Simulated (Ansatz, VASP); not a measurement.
## Hf: VASP beside Ansatz

INCAR

```
PREC = Accurate
ENCUT = 520
EDIFF = 1E-6
ISMEAR = -1
SIGMA = 0.1
LREAL = False
LASPH = True
NELM = 100
ALGO = Normal
ISIF = 2
LWAVE = False
LCHARG = True
GGA = RP
LELF = True
LVHAR = True
NBANDS = 11
```

KPOINTS

```
regular mesh
0
Gamma
  12 12 12
```

The input POSCAR:

```
Hf
1.0
    2.9491480542      0.0000000000      0.0000000000
    0.0000000000      2.9491480542      0.0000000000
    0.0000000000      0.0000000000      2.9491480542
Hf
1
Direct
    0.0000000000      0.0000000000      0.0000000000
```

Input for Ansatz:

```yaml
crystal:
  lattice:
    - [2.9491480542, 0.0, 0.0]
    - [0.0, 2.9491480542, 0.0]
    - [0.0, 0.0, 2.9491480542]
  atoms:
    - { symbol: Hf, position: [0.0, 0.0, 0.0] }
hamiltonian:
  xc: rpbe
  pseudopotentials:
    kind: paw
    azcp:
      Hf: "pseudopotentials/Hf.paw.azcp"
basis:
  ecutwfc: 420
  fft_grid_basis: typed
kpoints:
  mp_grid: { grid: [12, 12, 12], shift: [0, 0, 0] }
magnetization:
  spin_polarized: false
scf:
  occupations: { method: fermi_dirac, width: 0.1 }
  lower_state_search: "off"
output:
  stress: true
```

Alike in both runs: task single point; functional RPBE; k mesh 12 × 12 × 12; occupations fermi-dirac, width 0.1 eV; no spin polarisation.

```csv
,VASP,Ansatz
version,VASP 6.6.1,Ansatz 0.2.0
potentials or method,"VASP PAW PBE potentials, release 64 (Hf_pv), cutoff 520 eV","plane waves (420 eV) with PAW, scalar-relativistic"
valence electrons in the cell,10,26
```

```csv
,VASP,Ansatz,Ansatz less VASP
pressure (GPa),-0.2,0.1,+0.30
```

VASP's potentials were made for PBE, not for RPBE. VASP's potentials hold 10 valence electrons a cell and Ansatz's 26, so a difference there can come from the potentials and not from the codes.

Neither program's run includes spin-orbit coupling.
